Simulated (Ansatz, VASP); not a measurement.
Two plane-wave programs on In2S

```
CELL_PARAMETERS angstrom
4.60874 0.00000 0.00000
-2.30437 3.99128 0.00000
0.00000 0.00000 5.90564
ATOMIC_POSITIONS crystal
In 0.00000 0.00000 0.00000
In 0.00000 0.00000 0.50000
S 0.66667 0.33333 0.50000
```

Alike in both runs: functional PBE; k mesh 4 × 4 × 3; occupations gaussian, width 0.15 eV; no spin polarisation.

Ansatz relaxed the structure, and its values are those at the end. VASP's run is a single point on that final structure, the one shown.

```csv
,VASP,Ansatz
version,VASP 6.6.1,Ansatz 0.2.0
potentials or method,"VASP PAW PBE potentials, release 64 (In_d, S), cutoff 500 eV","scalar-relativistic, plane waves, PAW"
valence electrons in the cell,32,32
```

```csv
,VASP,Ansatz,Ansatz less VASP
gap on the k mesh at the Fermi level (eV),none,none,-
pressure (GPa),0.3,0.3,+0.02
```

A gap of «none» marks a metal or a gap that the smearing closes. With one functional, cell and mesh, what is left measures potentials, basis and numerics.

The k mesh is coarse, so the values compare programs but aren't converged.
